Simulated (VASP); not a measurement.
# C (Cmme) in VASP: further runs

The runs below take C through single point, with PBE.

Everything below comes from runs of VASP 6.6.1. Logs are shortened: lines on timing, memory, paths and dates and some standing lists are left out, and cuts for length are marked.

### Step 1. The cell of the first run

The structure is orthorhombic, space group Cmme (No. 67). The conventional cell has a = 2.601 Å, b = 4.270 Å, c = 8.703 Å, α = 90.00°, β = 90.00°, γ = 90.00°. C (site symmetry m) has 3 C at 1.42 to 1.48 Å within 1.9 Å.

### Step 2. Single point, PBE (12.08 Å³/atom)

INCAR reads:

```
PREC = Accurate
ENCUT = 520
EDIFF = 1E-7
ISMEAR = 0
SIGMA = 0.15
LREAL = F
LASPH = T
NELM = 60
ALGO = Normal
ISIF = 2
LWAVE = F
LCHARG = F
GGA = PE
NBANDS = 16
```

KPOINTS reads:

```
regular mesh
0
Gamma
  21 21 6
```

POSCAR reads:

```
C
1.0
    1.3003302332     -2.1349710410      0.0000000000
    1.3003302332      2.1349710410      0.0000000000
    0.0000000000      0.0000000000      8.7026452626
C
4
Direct
    0.0833329406      0.9166670594      0.7503043452
    0.5833329406      0.4166670594      0.2496956548
    0.9166670594      0.0833329406      0.2496956548
    0.4166670594      0.5833329406      0.7503043452
```

Potentials or basis: VASP PAW PBE potentials, release 64 (C).

Run with:

```console
$ cat potpaw_PBE.64/C/POTCAR > POTCAR
$ mpirun -np 1 vasp_std > vasp.out
```

OUTCAR:

```text
PREC = Accurate
   ENCUT = 520
   EDIFF = 1E-7
   ISMEAR = 0
   LREAL = F
   LASPH = T
   NELM = 60
   ISIF = 2
   GGA = PE

 ion  position               nearest neighbor table
   1  0.083  0.917  0.750-   4 1.42   4 1.48   4 1.48
   2  0.583  0.417  0.250-   3 1.42   3 1.48   3 1.48
   3  0.917  0.083  0.250-   2 1.42   2 1.48   2 1.48
   4  0.417  0.583  0.750-   1 1.42   1 1.48   1 1.48

  LATTYP: Found a base centered orthorhombic cell.
 ALAT       =     2.6006604664
 B/A-ratio  =     1.6418683397
 C/A-ratio  =     3.3463212038

  Lattice vectors:

 A1 = (   1.3003302332,  -2.1349710410,   0.0000000000)
 A2 = (   1.3003302332,   2.1349710410,   0.0000000000)
 A3 = (   0.0000000000,   0.0000000000,   8.7026452626)

Analysis of symmetry for initial positions (statically):
=====================================================================
 Subroutine PRICEL returns:
 Original cell was already a primitive cell.

 Routine SETGRP: Setting up the symmetry group for a
 base centered orthorhombic supercell.

 Subroutine GETGRP returns: Found  8 space group operations
 (whereof  4 operations were pure point group operations)
 out of a pool of  8 trial point group operations.

The static configuration has the point symmetry C_2h.
 The point group associated with its full space group is D_2h.

Analysis of symmetry for dynamics (positions and initial velocities):
=====================================================================
 Subroutine PRICEL returns:
 Original cell was already a primitive cell.

 Routine SETGRP: Setting up the symmetry group for a
 base centered orthorhombic supercell.

 Subroutine GETGRP returns: Found  8 space group operations
 (whereof  4 operations were pure point group operations)
 out of a pool of  8 trial point group operations.

The dynamic configuration has the point symmetry C_2h.
 The point group associated with its full space group is D_2h.

 Subroutine INISYM returns: Found  8 space group operations
 (whereof  4 operations are pure point group operations),
 and found     1 'primitive' translations

----------------------------------------------------------------------------------------

                                     Primitive cell

  volume of cell :      48.3200

  direct lattice vectors                    reciprocal lattice vectors
     1.300330233 -2.134971041  0.000000000     0.384517707 -0.234195214  0.000000000
     1.300330233  2.134971041  0.000000000     0.384517707  0.234195214  0.000000000
     0.000000000  0.000000000  8.702645263     0.000000000  0.000000000  0.114907591

  length of vectors
     2.499792004  2.499792004  8.702645263     0.450223573  0.450223573  0.114907591

  position of ions in fractional coordinates (direct lattice)
     0.083332941  0.916667059  0.750304345
     0.583332941  0.416667059  0.249695655
     0.916667059  0.083332941  0.249695655
     0.416667059  0.583332941  0.750304345

  ion indices of the primitive-cell ions
   primitive index   ion index
                 1           1
                 2           2
                 3           3
                 4           4

----------------------------------------------------------------------------------------

 KPOINTS: regular mesh

Automatic generation of k-mesh.
 Grid dimensions read from file:
 generate k-points for:   21   21    6

 Generating k-lattice:

  Cartesian coordinates                     Fractional coordinates (reciprocal lattice)
     0.018310367 -0.011152153  0.000000000     0.047619048  0.000000000  0.000000000
     0.018310367  0.011152153  0.000000000     0.000000000  0.047619048  0.000000000
     0.000000000  0.000000000  0.019151265     0.000000000  0.000000000  0.166666667

  Length of vectors
     0.021439218  0.021439218  0.019151265

  Shift w.r.t. Gamma in fractional coordinates (k-lattice)
     0.000000000  0.000000000  0.000000000

 Subroutine IBZKPT returns following result:
 ===========================================

 Found    484 irreducible k-points:

 Following reciprocal coordinates:
            Coordinates               Weight
  0.000000  0.000000  0.000000      1.000000
  0.047619  0.000000  0.000000      4.000000
  0.095238  0.000000  0.000000      4.000000
  0.142857  0.000000  0.000000      4.000000
  0.190476  0.000000  0.000000      4.000000
  0.238095  0.000000  0.000000      4.000000
[... 16 lines left out ...]
 -0.428571  0.047619  0.000000      4.000000
 -0.380952  0.047619  0.000000      4.000000
 [... further k-points ...]
   k-points           NKPTS =    484   k-points in BZ     NKDIM =    484   number of bands    NBANDS=     16
   number of dos      NEDOS =    301   number of ions     NIONS =      4
   total plane-waves  NPLWV =  28000
   dimension x,y,z NGX =    20 NGY =   20 NGZ =   70
   dimension x,y,z NGXF=    40 NGYF=   40 NGZF=  140
   ions per type =               4
   NGX,Y,Z   is equivalent  to a cutoff of  13.30, 13.30, 13.37 a.u.
   NGXF,Y,Z  is equivalent  to a cutoff of  26.60, 26.60, 26.74 a.u.
 SYSTEM =  unknown system
   PREC   = accura    normal or accurate (medium, high low for compatibility)
   ISTART =      0    job   : 0-new  1-cont  2-samecut
   ICHARG =      2    charge: 1-file 2-atom 10-const
   ISPIN  =      1    spin polarized calculation?
   LNONCOLLINEAR =      F non collinear calculations
   LSORBIT =      F    spin-orbit coupling
   LASPH  =      T    aspherical Exc in radial PAW
   ENCUT  =  520.0 eV  38.22 Ry    6.18 a.u.   4.65  4.65 16.18*2*pi/ulx,y,z
   NELM   =     60;   NELMIN=  2; NELMDL= -5     # of ELM steps
   EDIFF  = 0.1E-06   stopping-criterion for ELM
   LREAL  =      F    real-space projection
   EDIFFG = 0.1E-05   stopping-criterion for IOM
   NSW    =      0    number of steps for IOM
   IBRION =     -1    ionic relax: 0-MD 1-quasi-New 2-CG
   NFREE  =      0    steps in history (QN), initial steepest desc. (CG)
   ISIF   =      2    stress and relaxation
   ISYM   =      2    0-nonsym 1-usesym 2-fastsym
   POTIM  = 0.5000    time-step for ionic-motion
   TEBEG  =    0.0;   TEEND  =   0.0 temperature during run
   PSTRESS=    0.0 pullay stress
   NELECT =      16.0000    total number of electrons
   NUPDOWN=      -1.0000    fix difference up-down
   EMIN   =  10.00;   EMAX   =-10.00  energy-range for DOS
   EFERMI =   0.00;   METHOD = LEGACY
   ISMEAR =     0;   SIGMA  =   0.15  broadening in eV -4-tet -1-fermi 0-gaus
   EFERMI_NEDOS =   21; number of points for ismear=-14 and -15
   IALGO  =     38    algorithm
   IMIX   =      4    mixing-type and parameters
     AMIX     =   0.40;   BMIX     =  1.00
     AMIX_MAG =   1.60;   BMIX_MAG =  1.00
  volume/ion in A,a.u.               =      12.08        81.52
  Fermi-wavevector in a.u.,A,eV,Ry     =   1.132589  2.140284 17.452994  1.282759
  Thomas-Fermi vector in A             =   2.269291
   LORBIT       =      0    0 simple, 1 ext, 2 COOP (PROOUT), +10 PAW based schemes
   GGA     = PE    functional components
   LHFCALC =     F    Hartree Fock is set to
   AEXX    =    0.0000 exact exchange contribution
   IVDW    =     0    specifies the selected vdW correction
   LEPSILON=     F    determine dielectric tensor
   LRPA    =     F    only Hartree local field effects (RPA)
 non-spin polarized calculation
 Gauss-broadening in eV      SIGMA  =   0.15
  energy-cutoff  :      520.00
  volume of cell :       48.32
 maximum number of plane-waves:      1319
   NGX =  9   NGY =  9   NGZ = 33

 number of electron      16.0000001 magnetization

 Free energy of the ion-electron system (eV)
  ---------------------------------------------------
  ext. energy  EPLUGINS =         0.00000000
  ---------------------------------------------------
  free energy    TOTEN  =       -36.60628085 eV

  energy without entropy =      -36.60624947  energy(sigma->0) =      -36.60626516

 E-fermi :   2.2292     XC(G=0):  -8.4700

 val. band max:        1.9679619396   @ k =   0.3333   0.3333   0.0000
 cond. band min:       2.4691406182   @ k =   0.3333   0.3333   0.0000
 fundamental gap:      0.5011786786
 Fermi energy:         2.2291823775

 k-point     1 :       0.0000    0.0000    0.0000
  band No.  band energies     occupation
      1     -16.6694      2.00000
      2     -16.6385      2.00000
      3      -5.0702      2.00000
      4      -4.6288      2.00000
      5      -0.8715      2.00000
      6      -0.8693      2.00000
[... 8 lines left out ...]
     15      12.5437      0.00000
     16      12.7058      0.00000

 k-point     2 :       0.0476    0.0000    0.0000
  band No.  band energies     occupation
      1     -16.6196      2.00000
      2     -16.5888      2.00000
      3      -5.0113      2.00000
      4      -4.5712      2.00000
      5      -1.0777      2.00000
      6      -1.0755      2.00000
[... 8 lines left out ...]
     15      12.5348      0.00000
     16      12.5635      0.00000

 k-point     3 :       0.0952    0.0000    0.0000
  band No.  band energies     occupation
      1     -16.4704      2.00000
      2     -16.4401      2.00000
      3      -4.8352      2.00000
      4      -4.3991      2.00000
      5      -1.7010      2.00000
      6      -1.6981      2.00000
[... 8 lines left out ...]
     15      12.0405      0.00000
     16      12.0844      0.00000

 k-point     4 :       0.1429    0.0000    0.0000
  band No.  band energies     occupation
      1     -16.2226      2.00000
      2     -16.1928      2.00000
      3      -4.5433      2.00000
      4      -4.1142      2.00000
      5      -2.6185      2.00000
      6      -2.6141      2.00000
[... 8 lines left out ...]
     15      11.6861      0.00000
     16      11.6986      0.00000

 k-point     5 :       0.1905    0.0000    0.0000
  band No.  band energies     occupation
      1     -15.8771      2.00000
      2     -15.8483      2.00000
      3      -4.1389      2.00000
      4      -3.7200      2.00000
      5      -3.7092      2.00000
      6      -3.7032      2.00000
[... 8 lines left out ...]
     15      12.7168      0.00000
     16      12.7358      0.00000

 k-point     6 :       0.2381    0.0000    0.0000
  band No.  band energies     occupation
      1     -15.4358      2.00000
      2     -15.4082      2.00000
      3      -4.8863      2.00000
      4      -4.8784      2.00000
      5      -3.6270      2.00000
      6      -3.2225      2.00000
[... 8 lines left out ...]
     15      13.8696      0.00000
     16      13.9180      0.00000
[... 267 lines left out ...]
 k-point    21 :       0.4762    0.0476    0.0000
  band No.  band energies     occupation
      1     -11.9917      2.00000
      2     -11.9905      2.00000
      3     -10.4010      2.00000
      4     -10.3998      2.00000
      5      -3.8437      2.00000
      6      -3.8416      2.00000
[... 8 lines left out ...]
     15      14.6610      0.00000
     16      14.7302      0.00000

 k-point    22 :      -0.4762    0.0476    0.0000
  band No.  band energies     occupation
      1     -12.3986      2.00000
      2     -12.3823      2.00000
      3      -9.9415      2.00000
      4      -9.9291      2.00000
      5      -3.7788      2.00000
      6      -3.7768      2.00000
[... 8 lines left out ...]
     15      13.8060      0.00000
     16      15.6113      0.00000

 k-point    23 :      -0.4286    0.0476    0.0000
  band No.  band energies     occupation
      1     -13.1370      2.00000
      2     -13.1158      2.00000
      3      -8.9902      2.00000
      4      -8.9768      2.00000
      5      -3.6221      2.00000
      6      -3.6202      2.00000
[... 8 lines left out ...]
     15      14.8683      0.00000
     16      16.5236      0.00000

 k-point    24 :      -0.3810    0.0476    0.0000
  band No.  band energies     occupation
      1     -13.8695      2.00000
      2     -13.8458      2.00000
      3      -7.8988      2.00000
      4      -7.8867      2.00000
      5      -3.3783      2.00000
      6      -3.3766      2.00000
[... 8 lines left out ...]
     15      15.2298      0.00000
     16      15.9505      0.00000

 [... further k-points ...]

------------------------ aborting loop because EDIFF is reached ----------------------------------------

  FORCE on cell =-STRESS in cart. coord.  units (eV):
  Direction    XX          YY          ZZ          XY          YZ          ZX
  --------------------------------------------------------------------------------------
  -------------------------------------------------------------------------------------
  Total      -11.2208424     -1.4945555     -0.0079153      0.0000000     -0.0000000      0.0000000
  in kB     -372.0566921    -49.5559373     -0.2624532      0.0000000     -0.0000000      0.0000000
  external PRESSURE =    -140.6250275 kB  Pullay stress =       0.0000000 kB

 VOLUME and BASIS-vectors are now :
 -----------------------------------------------------------------------------
  energy-cutoff  :      520.00
  volume of cell :       48.32
      direct lattice vectors                 reciprocal lattice vectors
     1.300330233 -2.134971041  0.000000000     0.384517707 -0.234195214  0.000000000
     1.300330233  2.134971041  0.000000000     0.384517707  0.234195214  0.000000000
     0.000000000  0.000000000  8.702645263     0.000000000  0.000000000  0.114907591

 POSITION                                       TOTAL-FORCE (eV/Angst)
 -----------------------------------------------------------------------------------
      1.30033      1.77914      6.52963         0.000000      0.341908     -0.000094
      1.30033     -0.35583      2.17301         0.000000      0.341908      0.000094
      1.30033     -1.77914      2.17301         0.000000     -0.341908      0.000094
      1.30033      0.35583      6.52963         0.000000     -0.341908     -0.000094
 -----------------------------------------------------------------------------------
    total drift:                               -0.000000      0.000000      0.000000

  FREE ENERGIE OF THE ION-ELECTRON SYSTEM (eV)
  ---------------------------------------------------
  free  energy   TOTEN  =       -36.6062808471 eV

  energy  without entropy=      -36.6062494731  energy(sigma->0) =      -36.60626516
```

Run time: 2.9 min. Hardware: 1 thread of Intel Xeon 6975P-C (Granite Rapids), shared host; peak memory 0.36 GiB.

Results:

* Free energy: -36.6063 eV
* Pressure: -14.1 GPa
* Largest force: 0.342 eV/Å

Forces in eV/Å, atoms in the order of the input:
```
C    0.000  0.342  0.000
C    0.000  0.342  0.000
C    0.000 -0.342  0.000
C    0.000 -0.342  0.000
```

Caveat: the cell stands under tension; this functional lacks dispersion, which binds the layers, so the pressure and a relaxed spacing across them are unreliable.

### Step 3. Single point, PBE (12.08 Å³/atom)

INCAR reads:

```
SYSTEM = C
PREC = Accurate ; ENCUT = 520
EDIFF = 1E-6 ; ISMEAR = 0
SIGMA = 0.15 ; LREAL = .False.
LASPH = .True. ; NELM = 80
ALGO = Normal ; ISIF = 2
LWAVE = .False. ; LCHARG = .False.
GGA = PE ; NBANDS = 16
```

KPOINTS reads:

```
regular mesh
0
Gamma
  21 21 6
  0 0 0
```

POSCAR reads:

```
C
1.0
    1.2109280989     -2.2123795745      0.0000000000
    1.2109280989      2.2123795745      0.0000000000
    0.0000000000      0.0000000000      9.0181806934
C
4
Direct
    0.0833329406      0.9166670594      0.7503043452
    0.5833329406      0.4166670594      0.2496956548
    0.9166670594      0.0833329406      0.2496956548
    0.4166670594      0.5833329406      0.7503043452
```

Potentials or basis: VASP PAW PBE potentials, release 64 (C).

Run with:

```console
$ cat potpaw_PBE.64/C/POTCAR > POTCAR
$ mpirun -np 1 vasp_std > vasp.out
```

Wall time 2.3 min (1 thread of Intel Xeon 6975P-C (Granite Rapids), shared host); peak memory 0.36 GiB.

Results (log left out):

```yaml
Free_energy: -36.7533 eV
Pressure: -4.2 GPa
Largest_force: 0.408 eV/Å
```

Forces in eV/Å, atoms in the order of the input:
```
C    0.000 -0.408  0.000
C    0.000 -0.408  0.000
C    0.000  0.408  0.000
C    0.000  0.408  0.000
```

Stress tensor (GPa, compression positive):
```
 10.91   0.00   0.00
  0.00 -23.40   0.00
  0.00   0.00  -0.08
```

Caveat: the cell stands under tension; this functional lacks dispersion, which binds the layers, so the pressure and a relaxed spacing across them are unreliable.

### Step 4. Single point, PBE (12.69 Å³/atom)

This run uses another cell than the first one, of 12.69 Å³/atom.

INCAR reads:

```
PREC = Accurate
ENCUT = 520
EDIFF = 1E-6
ISMEAR = 0
SIGMA = 0.15
LREAL = F
LASPH = T
NELM = 80
ALGO = Normal
ISIF = 2
LWAVE = F
LCHARG = T
GGA = PE
LELF = T
LVHAR = T
NBANDS = 16
```

KPOINTS reads:

```
Automatic mesh
0
Gamma
  21 21 6
```

POSCAR reads:

```
C
1.0
    1.2531052567     -2.2292388717      0.0000000000
    1.2531052567      2.2292388717      0.0000000000
    0.0000000000      0.0000000000      9.0869031632
C
4
Direct
    0.0833329406      0.9166670594      0.7503043452
    0.5833329406      0.4166670594      0.2496956548
    0.9166670594      0.0833329406      0.2496956548
    0.4166670594      0.5833329406      0.7503043452
```

Run with:

```console
$ cat potpaw_PBE.64/C/POTCAR > POTCAR
$ mpirun -np 1 vasp_std > vasp.out
```

Run time: 2.3 min. Hardware: 1 thread of Intel Xeon 6975P-C (Granite Rapids), shared host; peak memory 0.38 GiB.

It converged, with:

| Item | Value |
| --- | --- |
| Free energy | -36.6606 eV |
| Pressure | -15.3 GPa |
| Largest force | 0.079 eV/Å |

Forces on the atoms (eV/Å):
```
C    0.000 -0.079  0.000
C    0.000 -0.079  0.000
C    0.000  0.079  0.000
C    0.000  0.079  0.000
```

Stress tensor (GPa, compression positive):
```
-15.42   0.00   0.00
  0.00 -30.49   0.00
  0.00   0.00  -0.08
```

Caveat: the cell stands under tension; this functional lacks dispersion, which binds the layers, so the pressure and a relaxed spacing across them are unreliable.

### Step 5. Single point, PBE (12.08 Å³/atom)

INCAR reads:

```
PREC = Accurate
ENCUT = 520
EDIFF = 1E-7
ISMEAR = 0
SIGMA = 0.15
LREAL = False
LASPH = True
NELM = 80
ALGO = Normal
ISIF = 2
LWAVE = False
LCHARG = False
GGA = PE
NBANDS = 16
```

KPOINTS is that of step 4.

POSCAR reads:

```
C
1.0
    1.1895442426     -2.2321764351      0.0000000000
    1.1895442426      2.2321764351      0.0000000000
    0.0000000000      0.0000000000      9.0988773643
C
4
Direct
    0.0833329406      0.9166670594      0.7503043452
    0.5833329406      0.4166670594      0.2496956548
    0.9166670594      0.0833329406      0.2496956548
    0.4166670594      0.5833329406      0.7503043452
```

Run with:

```console
$ cat potpaw_PBE.64/C/POTCAR > POTCAR
$ mpirun -np 1 vasp_std > vasp.out
```

Run time: 10 min. Hardware: 1 thread of Intel Xeon 8259CL, shared host; peak memory 0.37 GiB.

Results (log left out):

- Free energy: -36.5890 eV
- Pressure: -1.0 GPa
- Largest force: 0.656 eV/Å

Forces in eV/Å, atoms in the order of the input:
```
C    0.000 -0.656  0.000
C    0.000 -0.656  0.000
C    0.000  0.656  0.000
C    0.000  0.656  0.000
```

Stress tensor (GPa, compression positive):
```
 24.75   0.00   0.00
  0.00 -27.60   0.00
  0.00   0.00  -0.10
```

Caveat: this functional lacks dispersion, which binds the layers, so the pressure and a relaxed spacing across them are unreliable.

### Step 6. Summary

```tsv
cell	pressure (GPa)	largest force (eV/Å)
a = 2.500, b = 2.500, c = 8.703 Å, angles 90.0, 90.0, 117.3°, 4 atoms	-14.1	0.34
a = 2.522, b = 2.522, c = 9.018 Å, angles 90.0, 90.0, 122.6°, 4 atoms	-4.2	0.41
a = 2.557, b = 2.557, c = 9.087 Å, angles 90.0, 90.0, 121.3°, 4 atoms	-15.3	0.08
a = 2.529, b = 2.529, c = 9.099 Å, angles 90.0, 90.0, 123.9°, 4 atoms	-1.0	0.66
```

Alike in all rows: task single point; level PBE; potentials or basis VASP PAW PBE potentials, release 64 (C); no spin polarisation; k mesh 21 × 21 × 6; cutoff (eV) 520; smearing gaussian 0.15 eV.

Caveats: this functional lacks dispersion, which binds the layers, so the pressure and a relaxed spacing across them are unreliable; the cell stands under tension (at least some runs).

Total energies depend on the potentials used, so only differences within one code and one set of settings carry meaning.
